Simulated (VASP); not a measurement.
Write the native input for VASP 6.6.1 that does the following.

| Quantity | Value |
| --- | --- |
| Task | relaxation of cell and atoms |
| Functional | PBE |
| Potentials or basis | VASP PAW PBE potentials, release 64 (Bi_d, Br, F) |
| Cutoff | 600 eV |
| k mesh | 8 × 8 × 8 |
| Occupations | gaussian, width 0.1 eV |
| Spin | no spin polarisation |
| Dipole correction | no |
| Further INCAR settings | ALGO = Fast; EDIFF = 1e-07; IBRION = 2; EDIFFG = -0.01; NSW = 100; ISIF = 3 |

The structure of BiBrF3 lies in POSCAR:

```
BiBrF3
1.0
    4.6219002642      0.0000000000      0.0000000000
    0.0000000000      4.6219002642      0.0000000000
    0.0000000000      0.0000000000      4.6219002642
Bi Br F
1 1 3
Direct
    0.0000000000      0.0000000000      0.0000000000
    0.5000000000      0.5000000000      0.5000000000
    0.5000000000      0.5000000000      0.0000000000
    0.0000000000      0.5000000000      0.5000000000
    0.5000000000      0.0000000000      0.5000000000
```

The cell was built from a structure type or drawn by symmetry, and may not be a known phase.

The input as run:

INCAR

```
PREC = Accurate
ENCUT = 600
EDIFF = 1E-7
ISMEAR = 0
SIGMA = 0.1
LREAL = F
LASPH = T
NELM = 100
ALGO = Fast
ISIF = 3
LWAVE = F
LCHARG = F
GGA = PE
IBRION = 2
NSW = 100
EDIFFG = -0.01
```

KPOINTS

```
Automatic mesh
0
Gamma
  8 8 8
```

Potentials or basis: VASP PAW PBE potentials, release 64 (Bi_d, Br, F).

Run with:

```sh
$ cat potpaw_PBE.64/Bi_d/POTCAR potpaw_PBE.64/Br/POTCAR potpaw_PBE.64/F/POTCAR > POTCAR
$ mpirun -np 1 vasp_std > vasp.out
```

Results of the run:

| Property | Result |
| --- | --- |
| Relaxed volume | 19.58 Å³/atom |
| Relaxed cell | a = 4.609 Å, b = 4.609 Å, c = 4.609 Å, α = 90.00°, β = 90.00°, γ = 90.00° |
| Space group after relaxing (to 0.1 Å) | Pm-3m (No. 221) |
| Energy gained by relaxing | 0.3 meV/atom |
| Ionic steps | 2 |
| Pressure after relaxing | -0.1 GPa |
| Band gap on the k mesh | zero (an odd number of electrons rules out a gap without spin polarisation) |

Caveat: spin-orbit coupling is left out, which moves the levels of the heavy elements; an odd number of electrons without spin polarisation forces a metal; a magnetic or distorted state may lie lower.

It took 84 s on 1 thread of Intel(R) Xeon(R) 6975P-C (Granite Rapids), with other jobs on the host, peak memory 0.31 GiB.
